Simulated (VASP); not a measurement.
# Os (P4/mmm) in VASP: further runs

Os is run at these levels: PBE; tasks: relaxation of cell and atoms, single point.

All numbers are computed with VASP 6.6.1; they aren't measurements. Logs are shortened: lines on timing, memory, paths and dates and some standing lists are left out, and cuts for length are marked.

### 1 The cell of the first run

The structure is tetragonal, space group P4/mmm (No. 123). The conventional cell has a = 2.497 Å, b = 2.497 Å, c = 2.712 Å, α = 90.00°, β = 90.00°, γ = 90.00°. Within 3.3 Å of Os (site symmetry 4/mmm) lie 6 Os at 2.50 to 2.71 Å.

The cell was generated, and may not be a known phase.

### 2 Relaxation of cell and atoms, PBE

INCAR reads:

```
ALGO = Normal
EDIFF = 1E-7
EDIFFG = -0.04
ENCUT = 560
GGA = PE
GGA_COMPAT = False
IBRION = 2
ISIF = 3
ISMEAR = 0
LASPH = True
LCHARG = False
LREAL = False
LWAVE = False
NELM = 120
NELMIN = 4
NSW = 90
PREC = Accurate
SIGMA = 0.1
```

KPOINTS reads:

```
k-points
0
Gamma
  6 6 6
```

POSCAR reads:

```
Os
1.0
    2.4974163869      0.0000000000      0.0000000000
    0.0000000000      2.4974163869      0.0000000000
    0.0000000000      0.0000000000      2.7123702415
Os
1
Direct
    0.0000000000      0.0000000000      0.5000000000
```

Potentials or basis: VASP PAW PBE potentials, release 64 (Os_sv_GW).

On the command line:

```
$ cat potpaw_PBE.64/Os_sv_GW/POTCAR > POTCAR
$ mpirun -np 1 vasp_std > vasp.out
```

OUTCAR:

```text
EDIFF = 1E-7
   EDIFFG = -0.04
   ENCUT = 560
   GGA = PE
   IBRION = 2
   ISIF = 3
   ISMEAR = 0
   LASPH = True
   LREAL = False
   NELM = 120
   NELMIN = 4
   NSW = 90
   PREC = Accurate

 ion  position               nearest neighbor table
   1  0.000  0.000  0.500-

  LATTYP: Found a simple tetragonal cell.
 ALAT       =     2.4974163869
 C/A-ratio  =     1.0860704910

  Lattice vectors:

 A1 = (   2.4974163869,   0.0000000000,   0.0000000000)
 A2 = (   0.0000000000,   2.4974163869,   0.0000000000)
 A3 = (   0.0000000000,   0.0000000000,   2.7123702415)

Analysis of symmetry for initial positions (statically):
=====================================================================
 Subroutine PRICEL returns:
 Original cell was already a primitive cell.

 Routine SETGRP: Setting up the symmetry group for a
 simple tetragonal supercell.

 Subroutine GETGRP returns: Found 16 space group operations
 (whereof 16 operations were pure point group operations)
 out of a pool of 16 trial point group operations.

The static configuration has the point symmetry D_4h.

Analysis of symmetry for dynamics (positions and initial velocities):
=====================================================================
 Subroutine PRICEL returns:
 Original cell was already a primitive cell.

 Routine SETGRP: Setting up the symmetry group for a
 simple tetragonal supercell.

 Subroutine GETGRP returns: Found 16 space group operations
 (whereof 16 operations were pure point group operations)
 out of a pool of 16 trial point group operations.

The dynamic configuration has the point symmetry D_4h.

 Subroutine INISYM returns: Found 16 space group operations
 (whereof 16 operations are pure point group operations),
 and found     1 'primitive' translations

----------------------------------------------------------------------------------------

                                     Primitive cell

  volume of cell :      16.9173

  direct lattice vectors                    reciprocal lattice vectors
     2.497416387  0.000000000  0.000000000     0.400413806  0.000000000  0.000000000
     0.000000000  2.497416387  0.000000000     0.000000000  0.400413806  0.000000000
     0.000000000  0.000000000  2.712370241     0.000000000  0.000000000  0.368681231

  length of vectors
     2.497416387  2.497416387  2.712370241     0.400413806  0.400413806  0.368681231

  position of ions in fractional coordinates (direct lattice)
     0.000000000  0.000000000  0.500000000

  ion indices of the primitive-cell ions
   primitive index   ion index
                 1           1

----------------------------------------------------------------------------------------

 KPOINTS: k-points

Automatic generation of k-mesh.
 Grid dimensions read from file:
 generate k-points for:    6    6    6

 Generating k-lattice:

  Cartesian coordinates                     Fractional coordinates (reciprocal lattice)
     0.066735634  0.000000000  0.000000000     0.166666667  0.000000000  0.000000000
     0.000000000  0.066735634  0.000000000     0.000000000  0.166666667  0.000000000
     0.000000000  0.000000000  0.061446872     0.000000000  0.000000000  0.166666667

  Length of vectors
     0.066735634  0.066735634  0.061446872

  Shift w.r.t. Gamma in fractional coordinates (k-lattice)
     0.000000000  0.000000000  0.000000000

 Subroutine IBZKPT returns following result:
 ===========================================

 Found     40 irreducible k-points:

 Following reciprocal coordinates:
            Coordinates               Weight
  0.000000  0.000000  0.000000      1.000000
  0.166667  0.000000  0.000000      4.000000
  0.333333  0.000000  0.000000      4.000000
  0.500000  0.000000  0.000000      2.000000
  0.166667  0.166667  0.000000      4.000000
  0.333333  0.166667  0.000000      8.000000
[... 16 lines left out ...]
  0.333333  0.000000  0.333333      8.000000
  0.500000  0.000000  0.333333      4.000000
 [... further k-points ...]
   k-points           NKPTS =     40   k-points in BZ     NKDIM =     40   number of bands    NBANDS=     12
   number of dos      NEDOS =    301   number of ions     NIONS =      1
   total plane-waves  NPLWV =   9600
   dimension x,y,z NGX =    20 NGY =   20 NGZ =   24
   dimension x,y,z NGXF=    40 NGYF=   40 NGZF=   48
   ions per type =               1
   NGX,Y,Z   is equivalent  to a cutoff of  13.31, 13.31, 14.71 a.u.
   NGXF,Y,Z  is equivalent  to a cutoff of  26.63, 26.63, 29.42 a.u.
 SYSTEM =  unknown system
   PREC   = accura    normal or accurate (medium, high low for compatibility)
   ISTART =      0    job   : 0-new  1-cont  2-samecut
   ICHARG =      2    charge: 1-file 2-atom 10-const
   ISPIN  =      1    spin polarized calculation?
   LNONCOLLINEAR =      F non collinear calculations
   LSORBIT =      F    spin-orbit coupling
   LASPH  =      T    aspherical Exc in radial PAW
   ENCUT  =  560.0 eV  41.16 Ry    6.42 a.u.   4.82  4.82  5.23*2*pi/ulx,y,z
   NELM   =    120;   NELMIN=  4; NELMDL= -5     # of ELM steps
   EDIFF  = 0.1E-06   stopping-criterion for ELM
   LREAL  =      F    real-space projection
   EDIFFG = -.4E-01   stopping-criterion for IOM
   NSW    =     90    number of steps for IOM
   IBRION =      2    ionic relax: 0-MD 1-quasi-New 2-CG
   NFREE  =      1    steps in history (QN), initial steepest desc. (CG)
   ISIF   =      3    stress and relaxation
   ISYM   =      2    0-nonsym 1-usesym 2-fastsym
   POTIM  = 0.5000    time-step for ionic-motion
   TEBEG  =    0.0;   TEEND  =   0.0 temperature during run
   PSTRESS=    0.0 pullay stress
   NELECT =      16.0000    total number of electrons
   NUPDOWN=      -1.0000    fix difference up-down
   EMIN   =  10.00;   EMAX   =-10.00  energy-range for DOS
   EFERMI =   0.00;   METHOD = LEGACY
   ISMEAR =     0;   SIGMA  =   0.10  broadening in eV -4-tet -1-fermi 0-gaus
   EFERMI_NEDOS =   21; number of points for ismear=-14 and -15
   IALGO  =     38    algorithm
   IMIX   =      4    mixing-type and parameters
     AMIX     =   0.40;   BMIX     =  1.00
     AMIX_MAG =   1.60;   BMIX_MAG =  1.00
  volume/ion in A,a.u.               =      16.92       114.16
  Fermi-wavevector in a.u.,A,eV,Ry     =   1.606958  3.036710 35.134516  2.582314
  Thomas-Fermi vector in A             =   2.703063
   LORBIT       =      0    0 simple, 1 ext, 2 COOP (PROOUT), +10 PAW based schemes
   GGA     = PE    functional components
   LHFCALC =     F    Hartree Fock is set to
   AEXX    =    0.0000 exact exchange contribution
   IVDW    =     0    specifies the selected vdW correction
   LEPSILON=     F    determine dielectric tensor
   LRPA    =     F    only Hartree local field effects (RPA)
 conjugate gradient relaxation of ions
 non-spin polarized calculation
 Gauss-broadening in eV      SIGMA  =   0.10
  energy-cutoff  :      560.00
  volume of cell :       16.92
 maximum number of plane-waves:       524
 NGX is ok and might be reduce to    20

--------------------------------------- Ionic step        1  -------------------------------------------

 number of electron      16.0000001 magnetization

 Free energy of the ion-electron system (eV)
  ---------------------------------------------------
  ext. energy  EPLUGINS =         0.00000000
  ---------------------------------------------------
  free energy    TOTEN  =       -10.59293717 eV

  energy without entropy =      -10.58172011  energy(sigma->0) =      -10.58732864

------------------------ aborting loop because EDIFF is reached ----------------------------------------

  FORCE on cell =-STRESS in cart. coord.  units (eV):
  Direction    XX          YY          ZZ          XY          YZ          ZX
  --------------------------------------------------------------------------------------
  -------------------------------------------------------------------------------------
  Total        0.2484321      0.2484321     -0.5373221      0.0000000      0.0000000     -0.0000000
  in kB       23.5281255     23.5281255    -50.8878891      0.0000000      0.0000000     -0.0000000
  external PRESSURE =      -1.2772127 kB  Pullay stress =       0.0000000 kB
[... 230 lines left out ...]
  energy  without entropy=      -10.5871399135  energy(sigma->0) =      -10.59241009

--------------------------------------- Ionic step        8  -------------------------------------------

 number of electron      16.0000000 magnetization

 Free energy of the ion-electron system (eV)
  ---------------------------------------------------
  ext. energy  EPLUGINS =         0.00000000
  ---------------------------------------------------
  free energy    TOTEN  =       -10.60182712 eV

  energy without entropy =      -10.59047668  energy(sigma->0) =      -10.59615190

 E-fermi :  10.9062     XC(G=0): -13.3235

 val. band max:       10.8911549432   @ k =   0.3333   0.0000   0.3333
 cond. band min:      10.9416605019   @ k =   0.1667   0.1667   0.1667
 fundamental gap:      0.0505055588
 Fermi energy:        10.9061837793

 k-point     1 :       0.0000    0.0000    0.0000
  band No.  band energies     occupation
      1     -75.7087      2.00000
      2     -34.6654      2.00000
      3     -34.5968      2.00000
      4     -34.5968      2.00000
      5       1.3398      2.00000
      6       4.6934      2.00000
      7       4.9059      2.00000
      8      12.9084      0.00000
      9      12.9084      0.00000
     10      13.1637      0.00000
     11      25.0781      0.00000
     12      26.2871      0.00000
[... 331 lines left out ...]
 k-point    24 :       0.5000    0.0000    0.3333
  band No.  band energies     occupation
      1     -75.5930      2.00000
      2     -35.5896      2.00000
      3     -35.1611      2.00000
      4     -34.4557      2.00000
      5       4.9218      2.00000
      6       5.7544      2.00000
      7      10.2128      2.00000
      8      10.6062      1.99998
      9      11.2780      0.00000
     10      14.1692      0.00000
     11      17.5725      0.00000
     12      24.6775      0.00000

 [... further k-points ...]
[... 5 lines left out ...]
  --------------------------------------------------------------------------------------
  -------------------------------------------------------------------------------------
  Total       -0.0081767     -0.0081767      0.0035046      0.0000000     -0.0000000     -0.0000000
  in kB       -0.7808309     -0.7808309      0.3346678      0.0000000     -0.0000000     -0.0000000
  external PRESSURE =      -0.4089980 kB  Pullay stress =       0.0000000 kB
[... 16 lines left out ...]
  FREE ENERGIE OF THE ION-ELECTRON SYSTEM (eV)
  ---------------------------------------------------
  free  energy   TOTEN  =       -10.6018271237 eV

  energy  without entropy=      -10.5904766844  energy(sigma->0) =      -10.59615190

 reached required accuracy - stopping structural energy minimisation
```

It took 60 s on 1 thread of Intel Xeon Platinum 8375C at 2.90GHz (Ice Lake), shared host; peak memory 0.14 GiB.

Results:

```yaml
Free_energy: -10.6018 eV
Relaxed_volume: 16.78 Å³/atom
Relaxed_cell: a = 2.535 Å, b = 2.535 Å, c = 2.610 Å, α = 90.00°, β = 90.00°, γ = 90.00°
Space_group_after_relaxing_to_0.1_Å: Pm-3m (No. 221)
Energy_gained_by_relaxing: 8.9 meV/atom
Ionic_steps: 8
Pressure_after_relaxing: 0.0 GPa
Band_gap_on_the_k_mesh: zero (bands 8 and 9 overlap by 5.51 eV)
```

Stress tensor (GPa, compression positive):
```
-0.08  0.00  0.00
 0.00 -0.08  0.00
 0.00  0.00  0.03
```

The path:
| step | energy change (eV) | largest force (eV/Å) | pressure (GPa) | volume (Å³) |
| --- | --- | --- | --- | --- |
| 1 | 0.0000 | 0.0000 | -0.13 | 16.92 |
| 2 | -0.0079 | 0.0000 | -1.21 | 16.88 |
| 3 | -0.0081 | 0.0000 | -1.28 | 16.87 |
| 4 | -0.0085 | 0.0000 | -1.30 | 16.86 |
| 5 | -0.0068 | 0.0000 | -1.15 | 16.83 |
| 6 | -0.0086 | 0.0000 | -1.30 | 16.86 |
| 7 | -0.0047 | 0.0000 | 4.71 | 16.50 |
| 8 | -0.0089 | 0.0000 | -0.04 | 16.78 |

Final structure:
```
Os
1.0
     2.53516    0.00000    0.00000
     0.00000    2.53516    0.00000
     0.00000    0.00000    2.61049
Os
1
Cartesian
  0.0000 0.0000 1.3052
```

Caveat: the k points lie up to 0.41 Å⁻¹ apart in the final cell, too coarse for converged energies and pressures of a metal; spin-orbit coupling is left out, which moves the levels of the heavy elements.

### 3 Single point, PBE, collinear spin

This run uses another cell than the first one, of the same volume but with other edges.

INCAR reads:

```
PREC     = Accurate       # precision mode
ENCUT    = 560            # plane-wave cutoff, eV
EDIFF    = 1E-6           # SCF threshold, eV
ISMEAR   = 0              # smearing method
SIGMA    = 0.1            # smearing width, eV
LREAL    = F              # projectors in reciprocal space
LASPH    = T              # aspherical terms in the spheres
NELM     = 200            # most SCF steps
ALGO     = Normal         # electronic algorithm
ISIF     = 2              # what is computed and relaxed
LWAVE    = F              # write WAVECAR
LCHARG   = F              # write CHGCAR
ISPIN    = 2              # spin polarisation
MAGMOM   = 1              # initial moments
LORBIT   = 11             # projections on sites
LMAXMIX  = 4              # l up to which the mixer works
GGA      = PE             # functional
NBANDS   = 18             # bands
GGA_COMPAT= F
```

KPOINTS reads:

```
regular mesh
0
Gamma
  6 6 8
```

POSCAR reads:

```
Os
1.0
    2.6271930395      0.0000000000      0.0000000000
    0.0000000000      2.6271930395      0.0000000000
    0.0000000000      0.0000000000      2.4524314340
Os
1
Direct
    0.0000000000      0.0000000000      0.5000000000
```

Potentials or basis: VASP PAW PBE potentials, release 64 (Os_sv_GW).

On the command line:

```
$ cat potpaw_PBE.64/Os_sv_GW/POTCAR > POTCAR
$ mpirun -np 1 vasp_std > vasp.out
```

It took 19 s on 1 thread of AMD EPYC 7R13 (Zen 3), shared host; peak memory 0.12 GiB.

It converged, with:

* Free energy: -10.7828 eV
* Pressure: -2.4 GPa
* Band gap on the k mesh: zero (filled and empty bands overlap)
* Net moment: 0.00 μB per cell
* Valence electrons inside the program's atomic spheres: Os 15.09

Stress tensor (GPa, compression positive):
```
 1.08  0.00  0.00
 0.00  1.08  0.00
 0.00  0.00 -9.23
```

Levels at points of the mesh, in eV from the Fermi level:
Spin up:
```
           k point  band 5  band 6  band 7  band 8  band 9  band 10  band 11  band 12
(0.00, 0.00, 0.00)   -9.41   -6.20   -5.77    1.68    2.41     2.41    14.08    14.08
(0.50, 0.00, 0.00)   -6.60   -5.34   -1.41   -1.21   -0.15     2.66     6.01    14.98
(0.50, 0.50, 0.00)   -6.36   -5.37    0.32    0.32    3.76     3.76     3.78    11.10
(0.00, 0.00, 0.50)   -5.65   -4.62   -1.79   -1.79   -0.67     2.18     8.60    14.26
(0.50, 0.00, 0.50)   -6.78   -4.14   -1.25   -0.35    4.68     4.69     4.70    13.15
(0.50, 0.50, 0.50)   -5.56   -5.56   -4.56    4.14    5.23     8.25    10.71    10.71
```
Spin down:
```tsv
k point	band 6	band 7	band 8	band 9	band 10	band 11
(0.00, 0.00, 0.00)	-6.20	-5.77	1.68	2.41	2.41	14.08
(0.50, 0.00, 0.00)	-5.34	-1.41	-1.21	-0.15	2.66	6.01
(0.50, 0.50, 0.00)	-5.37	0.32	0.32	3.76	3.76	3.78
(0.00, 0.00, 0.50)	-4.62	-1.79	-1.79	-0.67	2.18	8.60
(0.50, 0.00, 0.50)	-4.14	-1.25	-0.35	4.68	4.69	4.70
(0.50, 0.50, 0.50)	-5.56	-4.56	4.14	5.23	8.25	10.71
```

Caveat: the k points lie up to 0.40 Å⁻¹ apart, too coarse for converged energies and pressures of a metal; spin-orbit coupling is left out, which moves the levels of the heavy elements.

The gap in the log of VASP goes by the Fermi energy; the results here count the filled bands.